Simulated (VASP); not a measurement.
The system is Rb.

```xyz
1
Lattice="0.0000 2.5553 2.5553 2.5553 0.0000 2.5553 2.5553 2.5553 0.0000" Properties=species:S:1:pos:R:3 pbc="T T T"
Rb    0.0000    0.0000    0.0000
```

This isn't the form of Rb at room conditions, which is bcc.

```yaml
Program: VASP 6.6.1
Task: relaxation of cell and atoms
Functional: PBE
Potentials_or_basis: VASP PAW PBE potentials, release 64 (Rb_sv)
Cutoff: 600 eV
k_mesh: 11 × 11 × 11
Occupations: fermi-dirac, width 0.03 eV
Spin: no spin polarisation
```

At the start: pressure 13.8 GPa; volume 33.37 Å³/atom.

Task: Where does the relaxation end?

Result: Over 8 steps the energy falls by 1295.3 meV/atom and the volume is 90.34 Å³/atom (+170.7 %); space group Fm-3m (No. 225, to 0.1 Å) before and after.

The path:
```tsv
step	energy change (eV)	largest force (eV/Å)	pressure (GPa)	volume (Å³)
1	0.0000	0.0000	13.76	33.37
2	-0.8767	0.0000	5.09	49.21
3	-1.2578	0.0000	0.85	74.03
4	-1.2906	0.0000	0.25	83.97
5	-1.2953	0.0000	0.02	89.86
6	-1.2952	0.0000	-0.03	91.38
7	-1.2953	0.0000	-0.02	91.02
8	-1.2953	0.0000	0.00	90.34
```

Final structure:
```yaml
crystal:
  lattice:
    - [0.00000, 3.56137, 3.56137]
    - [3.56137, 0.00000, 3.56137]
    - [3.56137, 3.56137, 0.00000]
  atoms:
    - { symbol: Rb, position: [0.00000, 0.00000, 0.00000] }
```

Caveat: the volume moved by over 15 % at a fixed basis, so the end points are rough.
